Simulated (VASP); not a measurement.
# MnO (P6_3mc) in VASP: relaxation of cell and atoms with PBE

Aim: the relaxation of cell and atoms of MnO with PBE.

Program: VASP 6.6.1. These are calculated values, not measurements. Logs are shortened: lines on timing, memory, paths and dates and some standing lists are left out, and cuts for length are marked.

## Step 1: The cell of the first run

It takes space group P6_3mc (No. 186, hexagonal). The conventional cell has a = 3.414 Å, b = 3.414 Å, c = 5.391 Å, α = 90.00°, β = 90.00°, γ = 120.00°. Mn (site symmetry 3m) has 4 O at 2.06 to 2.08 Å within 2.7 Å. O (site symmetry 3m) has 4 Mn at 2.06 to 2.08 Å within 2.7 Å.

## Step 2: Relaxation of cell and atoms, PBE, collinear spin, ferromagnetic start

The input, INCAR:

```
SYSTEM = MnO
ALGO = Fast
EDIFF = 1E-6
EDIFFG = -0.005
ENCUT = 600
GGA = PE
IBRION = 2
ISIF = 3
ISMEAR = 0
ISPIN = 2
KPAR = 4
LASPH = .TRUE.
LCHARG = .FALSE.
LMAXMIX = 4
LORBIT = 11
LREAL = .FALSE.
LWAVE = .FALSE.
MAGMOM = 4.36 4.36 0.25 0.25
NELM = 150
NSW = 100
PREC = Accurate
SIGMA = 0.1
```

The input, KPOINTS:

```
k-points
0
G
  12 12 8
  0 0 0
```

The input, POSCAR:

```
MnO
1.0
    3.4141946510      0.0000000000      0.0000000000
   -1.7070973255      2.9567793012      0.0000000000
    0.0000000000      0.0000000000      5.3905562684
Mn O
2 2
Direct
    0.6666666667      0.3333333333      0.4993665763
    0.3333333333      0.6666666667      0.9993665763
    0.6666666667      0.3333333333      0.8855334237
    0.3333333333      0.6666666667      0.3855334237
```

Potentials or basis: VASP PAW PBE potentials, release 64 (Mn_pv, O).

The run is started by

```console
$ cat potpaw_PBE.64/Mn_pv/POTCAR potpaw_PBE.64/O/POTCAR > POTCAR
$ mpirun -np 4 vasp_std > vasp.out
```

OUTCAR:

```text
SYSTEM = MnO
   EDIFF = 1E-6
   EDIFFG = -0.005
   ENCUT = 600
   GGA = PE
   IBRION = 2
   ISIF = 3
   ISMEAR = 0
   ISPIN = 2
   LASPH = .TRUE.
   LORBIT = 11
   LREAL = .FALSE.
   NELM = 150
   NSW = 100
   PREC = Accurate

 ion  position               nearest neighbor table
   1  0.667  0.333  0.499-   4 2.06   4 2.06   4 2.06   3 2.08
   2  0.333  0.667  0.999-   3 2.06   3 2.06   3 2.06   4 2.08
   3  0.667  0.333  0.886-   2 2.06   2 2.06   2 2.06   1 2.08
   4  0.333  0.667  0.386-   1 2.06   1 2.06   1 2.06   2 2.08

  LATTYP: Found a hexagonal cell.
 ALAT       =     3.4141946510
 C/A-ratio  =     1.5788661220

  Lattice vectors:

 A1 = (   3.4141946510,   0.0000000000,   0.0000000000)
 A2 = (  -1.7070973255,   2.9567793012,   0.0000000000)
 A3 = (   0.0000000000,   0.0000000000,   5.3905562684)

Analysis of symmetry for initial positions (statically):
=====================================================================
 Subroutine PRICEL returns:
 Original cell was already a primitive cell.

 Routine SETGRP: Setting up the symmetry group for a
 hexagonal supercell.

 Subroutine GETGRP returns: Found 12 space group operations
 (whereof  6 operations were pure point group operations)
 out of a pool of 24 trial point group operations.

The static configuration has the point symmetry C_3v.
 The point group associated with its full space group is C_6v.

Analysis of symmetry for dynamics (positions and initial velocities):
=====================================================================
 Subroutine PRICEL returns:
 Original cell was already a primitive cell.

 Routine SETGRP: Setting up the symmetry group for a
 hexagonal supercell.

 Subroutine GETGRP returns: Found 12 space group operations
 (whereof  6 operations were pure point group operations)
 out of a pool of 24 trial point group operations.

The dynamic configuration has the point symmetry C_3v.
 The point group associated with its full space group is C_6v.

Analysis of structural, dynamic, and magnetic symmetry:
=====================================================================
 Subroutine PRICEL returns:
 Original cell was already a primitive cell.

 Routine SETGRP: Setting up the symmetry group for a
 hexagonal supercell.

 Subroutine GETGRP returns: Found 12 space group operations
 (whereof  6 operations were pure point group operations)
 out of a pool of 24 trial point group operations.

The overall configuration has the point symmetry C_3v.
 The point group associated with its full space group is C_6v.

 Subroutine INISYM returns: Found 12 space group operations
 (whereof  6 operations are pure point group operations),
 and found     1 'primitive' translations

----------------------------------------------------------------------------------------

                                     Primitive cell

  volume of cell :      54.4178

  direct lattice vectors                    reciprocal lattice vectors
     3.414194651  0.000000000  0.000000000     0.292894841  0.169102915  0.000000000
    -1.707097325  2.956779301  0.000000000     0.000000000  0.338205831  0.000000000
     0.000000000  0.000000000  5.390556268     0.000000000  0.000000000  0.185509612

  length of vectors
     3.414194651  3.414194651  5.390556268     0.338205831  0.338205831  0.185509612

  position of ions in fractional coordinates (direct lattice)
     0.666666667  0.333333333  0.499366576
     0.333333333  0.666666667  0.999366576
     0.666666667  0.333333333  0.885533424
     0.333333333  0.666666667  0.385533424

  ion indices of the primitive-cell ions
   primitive index   ion index
                 1           1
                 2           2
                 3           3
                 4           4

----------------------------------------------------------------------------------------

 KPOINTS: k-points

Automatic generation of k-mesh.
 Grid dimensions read from file:
 generate k-points for:   12   12    8

 Generating k-lattice:

  Cartesian coordinates                     Fractional coordinates (reciprocal lattice)
     0.024407903  0.014091910  0.000000000     0.083333333  0.000000000  0.000000000
     0.000000000  0.028183819  0.000000000     0.000000000  0.083333333  0.000000000
     0.000000000  0.000000000  0.023188701     0.000000000  0.000000000  0.125000000

  Length of vectors
     0.028183819  0.028183819  0.023188701

  Shift w.r.t. Gamma in fractional coordinates (k-lattice)
     0.000000000  0.000000000  0.000000000

 Subroutine IBZKPT returns following result:
 ===========================================

 Found     95 irreducible k-points:

 Following reciprocal coordinates:
            Coordinates               Weight
  0.000000  0.000000  0.000000      1.000000
  0.083333  0.000000  0.000000      6.000000
  0.166667  0.000000  0.000000      6.000000
  0.250000  0.000000  0.000000      6.000000
  0.333333  0.000000  0.000000      6.000000
  0.416667 -0.000000  0.000000      6.000000
[... 16 lines left out ...]
  0.250000  0.000000  0.125000     12.000000
  0.333333  0.000000  0.125000     12.000000
 [... further k-points ...]
   k-points           NKPTS =     95   k-points in BZ     NKDIM =     95   number of bands    NBANDS=     28
   number of dos      NEDOS =    301   number of ions     NIONS =      4
   total plane-waves  NPLWV =  37632
   dimension x,y,z NGX =    28 NGY =   28 NGZ =   48
   dimension x,y,z NGXF=    56 NGYF=   56 NGZF=   96
   ions per type =               2   2
   NGX,Y,Z   is equivalent  to a cutoff of  13.63, 13.63, 14.80 a.u.
   NGXF,Y,Z  is equivalent  to a cutoff of  27.27, 27.27, 29.61 a.u.
 SYSTEM =  MnO
   PREC   = accura    normal or accurate (medium, high low for compatibility)
   ISTART =      0    job   : 0-new  1-cont  2-samecut
   ICHARG =      2    charge: 1-file 2-atom 10-const
   ISPIN  =      2    spin polarized calculation?
   LNONCOLLINEAR =      F non collinear calculations
   LSORBIT =      F    spin-orbit coupling
   LASPH  =      T    aspherical Exc in radial PAW
   ENCUT  =  600.0 eV  44.10 Ry    6.64 a.u.   6.82  6.82 10.77*2*pi/ulx,y,z
   NELM   =    150;   NELMIN=  2; NELMDL= -5     # of ELM steps
   EDIFF  = 0.1E-05   stopping-criterion for ELM
   LREAL  =      F    real-space projection
   EDIFFG = -.5E-02   stopping-criterion for IOM
   NSW    =    100    number of steps for IOM
   IBRION =      2    ionic relax: 0-MD 1-quasi-New 2-CG
   NFREE  =      1    steps in history (QN), initial steepest desc. (CG)
   ISIF   =      3    stress and relaxation
   ISYM   =      2    0-nonsym 1-usesym 2-fastsym
   POTIM  = 0.5000    time-step for ionic-motion
   TEBEG  =    0.0;   TEEND  =   0.0 temperature during run
   PSTRESS=    0.0 pullay stress
   NELECT =      38.0000    total number of electrons
   NUPDOWN=      -1.0000    fix difference up-down
   EMIN   =  10.00;   EMAX   =-10.00  energy-range for DOS
   EFERMI =   0.00;   METHOD = LEGACY
   ISMEAR =     0;   SIGMA  =   0.10  broadening in eV -4-tet -1-fermi 0-gaus
   EFERMI_NEDOS =   21; number of points for ismear=-14 and -15
   IALGO  =     68    algorithm
   IMIX   =      4    mixing-type and parameters
     AMIX     =   0.40;   BMIX     =  1.00
     AMIX_MAG =   1.60;   BMIX_MAG =  1.00
  volume/ion in A,a.u.               =      13.60        91.81
  Fermi-wavevector in a.u.,A,eV,Ry     =   1.452410  2.744656 28.701403  2.109494
  Thomas-Fermi vector in A             =   2.569795
   LORBIT       =     11    0 simple, 1 ext, 2 COOP (PROOUT), +10 PAW based schemes
   GGA     = PE    functional components
   LHFCALC =     F    Hartree Fock is set to
   AEXX    =    0.0000 exact exchange contribution
   IVDW    =     0    specifies the selected vdW correction
   LEPSILON=     F    determine dielectric tensor
   LRPA    =     F    only Hartree local field effects (RPA)
 conjugate gradient relaxation of ions
 spin polarized calculation
 RMM-DIIS sequential band-by-band and
 Gauss-broadening in eV      SIGMA  =   0.10
  energy-cutoff  :      600.00
  volume of cell :       54.42
 maximum number of plane-waves:      1846
 NGX is ok and might be reduce to    28
   NGX = 13   NGY = 13   NGZ = 21

--------------------------------------- Ionic step        1  -------------------------------------------

 number of electron      37.9999999 magnetization      10.0048738

 number of electron      37.9999999 magnetization       9.9983618

 Free energy of the ion-electron system (eV)
  ---------------------------------------------------
  ext. energy  EPLUGINS =         0.00000000
  ---------------------------------------------------
  free energy    TOTEN  =       -32.87996110 eV

  energy without entropy =      -32.87843917  energy(sigma->0) =      -32.87920013

------------------------ aborting loop because EDIFF is reached ----------------------------------------

  FORCE on cell =-STRESS in cart. coord.  units (eV):
  Direction    XX          YY          ZZ          XY          YZ          ZX
  --------------------------------------------------------------------------------------
  -------------------------------------------------------------------------------------
  Total        0.7624024      0.7624024      0.6762990      0.0000000      0.0000000      0.0000000
  in kB       22.4467805     22.4467805     19.9117109      0.0000000      0.0000000      0.0000000
  external PRESSURE =      21.6017573 kB  Pullay stress =       0.0000000 kB
[... 61 lines left out ...]
  energy  without entropy=      -32.8836060102  energy(sigma->0) =      -32.88429897

--------------------------------------- Ionic step        3  -------------------------------------------

 number of electron      38.0000001 magnetization       9.9988310

 Free energy of the ion-electron system (eV)
  ---------------------------------------------------
  ext. energy  EPLUGINS =         0.00000000
  ---------------------------------------------------
  free energy    TOTEN  =       -32.88645741 eV

  energy without entropy =      -32.88503189  energy(sigma->0) =      -32.88574465

 E-fermi :   5.3606     XC(G=0): -10.3581

 val. band max:        5.3581463450   @ k =   0.0833   0.0000   0.0000
 cond. band min:       5.3764000138   @ k =   0.0000   0.0000   0.1250
 fundamental gap:      0.0182536688
 Fermi energy:         5.3605584007

 spin component 1

 k-point     1 :       0.0000    0.0000    0.0000
  band No.  band energies     occupation
      1     -45.1899      1.00000
      2     -45.1607      1.00000
      3     -45.1530      1.00000
      4     -45.1530      1.00000
      5     -45.1480      1.00000
      6     -45.1480      1.00000
[... 733 lines left out ...]
     27      11.8236      0.00000
     28      12.1912      0.00000

 [... further k-points ...]

 spin component 2

 k-point     1 :       0.0000    0.0000    0.0000
  band No.  band energies     occupation
      1     -40.4423      1.00000
      2     -40.4033      1.00000
      3     -40.3969      1.00000
      4     -40.3969      1.00000
      5     -40.3904      1.00000
      6     -40.3904      1.00000
[... 766 lines left out ...]
  FREE ENERGIE OF THE ION-ELECTRON SYSTEM (eV)
  ---------------------------------------------------
  free  energy   TOTEN  =       -32.8864574084 eV

  energy  without entropy=      -32.8850318875  energy(sigma->0) =      -32.88574465

 reached required accuracy - stopping structural energy minimisation

 total charge

# of ion       s       p       d       tot
------------------------------------------
    1        0.229   6.208   4.937  11.374
    2        0.229   6.208   4.937  11.374
    3        1.551   3.441   0.000   4.992
    4        1.551   3.441   0.000   4.992
--------------------------------------------------
tot          3.561  19.297   9.874  32.732

 magnetization (x)

# of ion       s       p       d       tot
------------------------------------------
    1        0.037   0.057   4.341   4.435
    2        0.037   0.057   4.341   4.435
    3        0.019   0.173   0.000   0.192
    4        0.019   0.173   0.000   0.192
--------------------------------------------------
tot          0.113   0.459   8.682   9.255
```

Run time: 4.5 min. Hardware: 4 MPI ranks of Oxide Virtual Turin-like, shared host; peak memory 0.37 GiB.

Results:

```yaml
Free_energy: -32.8865 eV
Relaxed_volume: 13.85 Å³/atom
Relaxed_cell: a = 3.435 Å, b = 3.435 Å, c = 5.420 Å, α = 90.00°, β = 90.00°, γ = 120.00°
Space_group_after_relaxing_to_0.1_Å: P6_3mc (No. 186)
Energy_gained_by_relaxing: 1.6 meV/atom
Ionic_steps: 3
Pressure_after_relaxing: 0.0 GPa
Largest_force_after_relaxing: 0.004 eV/Å
Band_gap_on_the_k_mesh: zero (filled and empty bands overlap)
Net_moment: 10.00 μB per cell
Site_moments: Mn +4.43; O +0.19 μB
Valence_electrons_inside_the_program's_atomic_spheres: Mn 11.37; O 4.99
```

Forces on the atoms (eV/Å):
```
Mn   0.000  0.000 -0.004
Mn   0.000  0.000 -0.004
O    0.000  0.000  0.004
O    0.000  0.000  0.004
```

Step by step:
| step | energy change (eV) | largest force (eV/Å) | pressure (GPa) | volume (Å³) |
| --- | --- | --- | --- | --- |
| 1 | 0.0000 | 0.0057 | 2.16 | 54.42 |
| 2 | -0.0050 | 0.0031 | -0.97 | 55.88 |
| 3 | -0.0065 | 0.0043 | 0.00 | 55.40 |

Final structure:
```
Mn O
1.0
     3.43534    0.00000    0.00000
    -1.71767    2.97509    0.00000
     0.00000    0.00000    5.42017
Mn O
2 2
Cartesian
  1.7177 0.9917 2.7065
  0.0000 1.9834 5.4166
  1.7177 0.9917 4.7999
  0.0000 1.9834 2.0898
```

Caveat: semilocal functionals often make such compounds metallic where correlation or magnetic order opens a gap, which also shifts bond lengths; the run started ferromagnetic, and an antiferromagnetic order may lie lower in energy. With open d or f shells a metallic result of PBE can be an artefact of self-interaction; +U or a hybrid may open a gap.
